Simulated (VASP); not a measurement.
Crystal: ZnS.

```xyz
2
Lattice="0.1195 2.7058 2.7058 2.7058 0.1195 2.7058 2.7058 2.7058 0.1195" Properties=species:S:1:pos:R:3 pbc="T T T"
Zn    0.0238    0.0238    0.0238
S     1.3590    1.3590    1.3590
```

This cell differs from its parent crystal: epitaxial 111 strain -4.0%.

Base run:

```yaml
Program: VASP 6.6.1
Functional: PBE
Potentials_or_basis: VASP PAW PBE potentials, release 64 (Zn, S)
Cutoff: 520 eV
k_mesh: 8 × 8 × 8
Occupations: fermi-dirac, width 0.02 eV
Spin: no spin polarisation
```

Its results: band gap on the k mesh 2.13 eV, direct; pressure 7.2 GPa; largest force 0.023 eV/Å.

Question: The run is repeated on the same cell with these changes: functional from PBE to r2SCAN; occupations from fermi-dirac, width 0.02 eV to gaussian, width 0.01 eV. What comes out?

Answer: Band gap on the k mesh 2.69 eV, direct; pressure 4.9 GPa; largest force 0.004 eV/Å.

Caveats: the PAW data sets were made with another functional, which shifts forces and pressure a little (some runs).

